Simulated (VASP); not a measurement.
W: single point with PBE

The system is W.

```xyz
1
Lattice="0.0000 2.0300 2.0300 2.0300 0.0000 2.0300 2.0300 2.0300 0.0000" Properties=species:S:1:pos:R:3 pbc="T T T"
W     0.0000    0.0000    0.0000
```

| Item | Value |
| --- | --- |
| Program | VASP 6.6.1 |
| Task | single point |
| Functional | PBE |
| Potentials or basis | VASP PAW PBE potentials, release 64 (W_sv) |
| Cutoff | 520 eV |
| k mesh | 3 × 3 × 3 |
| Occupations | fermi-dirac, width 0.1 eV |
| Spin | no spin polarisation |

| Property | Result |
| --- | --- |
| Pressure | 1.9 GPa |
| Band gap on the k mesh | zero (band 7 reaches 10.39 eV, above the bottom of band 8 at 9.71 eV) |

Levels at points of the mesh, in eV from the Fermi level:
```
           k point  band 5  band 6  band 7  band 8  band 9  band 10
(0.00, 0.00, 0.00)   -8.68   -0.30   -0.30   -0.30    2.74     2.74
```

It took 2.7 s on 1 thread of Intel(R) Xeon(R) Platinum 8488C (Sapphire Rapids), on a shared host, peak memory 0.13 GiB.

Caveat: the k points lie up to 0.89 Å⁻¹ apart; spin-orbit coupling is left out, which moves the levels of the heavy elements.
